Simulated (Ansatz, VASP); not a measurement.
# NaCl: VASP beside Ansatz

Contents of INCAR:

```
PREC = Accurate
ENCUT = 500
EDIFF = 1E-6
ISMEAR = 0
SIGMA = 0.02
LREAL = False
LASPH = True
NELM = 120
ALGO = Normal
ISIF = 2
LWAVE = False
LCHARG = True
GGA = PS
LELF = True
LVHAR = True
NBANDS = 14
GGA_COMPAT = False
```

File KPOINTS:

```
regular mesh
0
Gamma
  8 8 8
```

File POSCAR:

```
NaCl
1.0
    0.0000000000      2.8009965048      2.8009965048
    2.8009965048      0.0000000000      2.8009965048
    2.8009965048      2.8009965048      0.0000000000
Na Cl
1 1
Direct
    0.0000000000      0.0000000000      0.0000000000
    0.5000000000      0.5000000000      0.5000000000
```

Input for Ansatz:

```yaml
crystal:
  lattice:
    - [0.0, 2.8009965048, 2.8009965048]
    - [2.8009965048, 0.0, 2.8009965048]
    - [2.8009965048, 2.8009965048, 0.0]
  atoms:
    - { symbol: Na, position: [0.0, 0.0, 0.0] }
    - { symbol: Cl, position: [0.5, 0.5, 0.5] }
basis:
  ecutwfc: 420
kpoints:
  mp_grid: { grid: [8, 8, 8] }
  band_path:
    path:
      - [[0.0, 0.0, 0.0], [0.5, 0.0, 0.5], [0.625, 0.25, 0.625]]
      - [[0.375, 0.375, 0.75], [0.0, 0.0, 0.0], [0.5, 0.5, 0.5], [0.5, 0.25, 0.75], [0.5, 0.0, 0.5]]
    npoints: 10
hamiltonian:
  xc: pbesol
scf:
  occupations: { method: gaussian, width: 0.02 }
  n_extra_bands: 7
output:
  forces: true
  stress: true
  eigenvalues: true
```

Alike in both runs: task single point; functional PBEsol; k mesh 8 × 8 × 8; occupations gaussian, width 0.02 eV; no spin polarisation.

```csv
,VASP,Ansatz
version,VASP 6.6.1,Ansatz 0.2.0
potentials or method,"VASP PAW PBE potentials, release 64 (Na_pv, Cl), cutoff 500 eV","scalar-relativistic, plane waves, PAW"
valence electrons in the cell,14,16
```

|  | VASP | Ansatz | Ansatz less VASP |
| --- | --- | --- | --- |
| gap on the k mesh at the Fermi level (eV) | 5.01 | 5.01 | +0.004 |
| least direct gap on the mesh (eV) | 5.01 | 5.01 | +0.004 |
| pressure (GPa) | 0.0 | 0.0 | 0.00 |

VASP's potentials were made for PBE, not for PBEsol. VASP's potentials hold 14 valence electrons a cell and Ansatz's 16, so a difference there can come from the potentials and not from the codes.
